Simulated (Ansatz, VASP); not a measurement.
# One calculation of SnTe, two programs

The input POSCAR:

```
SnTe
1.0
    0.0000000000      3.3169035593      3.3169035593
    3.3169035593      0.0000000000      3.3169035593
    3.3169035593      3.3169035593      0.0000000000
Sn Te
1 1
Direct
    0.0000000000      0.0000000000      0.0000000000
    0.5000000000      0.5000000000      0.5000000000
```

Contents of INCAR.step1:

```
PREC = Accurate
ENCUT = 520
ISMEAR = -1
SIGMA = 0.02
LREAL = False
LASPH = True
NELM = 150
LNONCOLLINEAR = True
MAGMOM = 0 0 0 0 0 0
LSORBIT = True
GGA_COMPAT = False
NBANDS = 32
GGA = PE
ALGO = Normal
EDIFF = 1E-4
LWAVE = True
LCHARG = False
```

The input INCAR.step2:

```
PREC = Accurate
ENCUT = 520
EDIFF = 1E-7
ISMEAR = -1
SIGMA = 0.02
LREAL = False
LASPH = True
NELM = 150
ALGO = Normal
ISIF = 2
LWAVE = False
LCHARG = False
LNONCOLLINEAR = True
MAGMOM = 0 0 0 0 0 0
LORBIT = 11
LSORBIT = True
GGA_COMPAT = False
LORBMOM = True
METAGGA = R2SCAN
LMIXTAU = True
NBANDS = 32
ISTART = 1
```

File KPOINTS:

```
Automatic mesh
0
Gamma
  8 8 8
```

Input for Ansatz:

```yaml
crystal:
  lattice:
    - [0.0, 3.3169035593, 3.3169035593]
    - [3.3169035593, 0.0, 3.3169035593]
    - [3.3169035593, 3.3169035593, 0.0]
  atoms:
    - { symbol: Sn, position: [0.0, 0.0, 0.0] }
    - { symbol: Te, position: [0.5, 0.5, 0.5] }
kpoints:
  mp_grid: { grid: [8, 8, 8] }
  band_path:
    path:
      - [0.0, 0.0, 0.0]
      - [0.5, 0.0, 0.5]
      - [0.625, 0.25, 0.625]
      - [0.375, 0.375, 0.75]
      - [0.5, 0.5, 0.5]
      - [0.5, 0.25, 0.75]
      - [0.0, 0.0, 0.5]
    npoints: 1
hamiltonian:
  xc: r2scan
scf:
  occupations: { method: fermi_dirac, width: 0.02 }
  n_extra_bands: 8
magnetization:
  noncollinear: true
  spin_orbit: true
output:
  forces: true
  stress: true
  eigenvalues: true
```

Change from the starting cell: hydrostatic strain +4.0%.

Alike in both runs: task single point; functional r2SCAN; k mesh 8 × 8 × 8; occupations fermi-dirac, width 0.02 eV; non-collinear spin, spin-orbit coupling.

```csv
,VASP,Ansatz
version,VASP 6.6.1,Ansatz 0.2.0
potentials or method,"VASP PAW PBE potentials, release 64 (Sn_d, Te)","plane waves, PAW"
plane-wave cutoff (eV),520,500
valence electrons in the cell,20,30
```

|  | VASP | Ansatz | Ansatz less VASP |
| --- | --- | --- | --- |
| pressure (GPa) | -4.1 | -4.0 | +0.01 |

VASP's potentials were made for PBE, not for r2SCAN. The functional is the same, so the differences come from potentials, cutoffs and numerics. VASP's potentials hold 20 valence electrons a cell and Ansatz's 30, so a difference there can come from the potentials and not from the codes.
